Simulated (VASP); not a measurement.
InSb: vibrations by perturbation theory with PBEsol

Crystal: InSb.

```
In Sb
1.0
     0.00000    3.26050    3.26050
     3.26050    0.00000    3.26050
     3.26050    3.26050    0.00000
In Sb
1 1
Direct
  0.00000 0.00000 0.00000
  0.75000 0.75000 0.75000
```

```yaml
Program: VASP 6.6.1
Task: vibrations by perturbation theory
Functional: PBEsol
Potentials_or_basis: VASP PAW PBE potentials, release 64 (In_d, Sb)
Cutoff: 520 eV
k_mesh: 8 × 8 × 8
Occupations: fermi-dirac, width 0.1 eV
Spin: no spin polarisation
Dipole_correction: no
Further_INCAR_settings: ALGO = Normal; EDIFF = 1e-08; NBANDS = 16; IBRION = 8; NSW = 1
```

- Highest phonon frequency at Γ, LO-TO splitting left out: 173 cm⁻¹

Phonon frequencies in cm⁻¹ (negative: imaginary):
```tsv
q point	frequencies
(0.000, 0.000, 0.000)	0 0 0 173 173 173
```

Run time: 3.6 min on 1 thread of AMD EPYC 9R45 96-Core Processor (Zen 5), with other jobs on the host, peak memory 0.39 GiB.
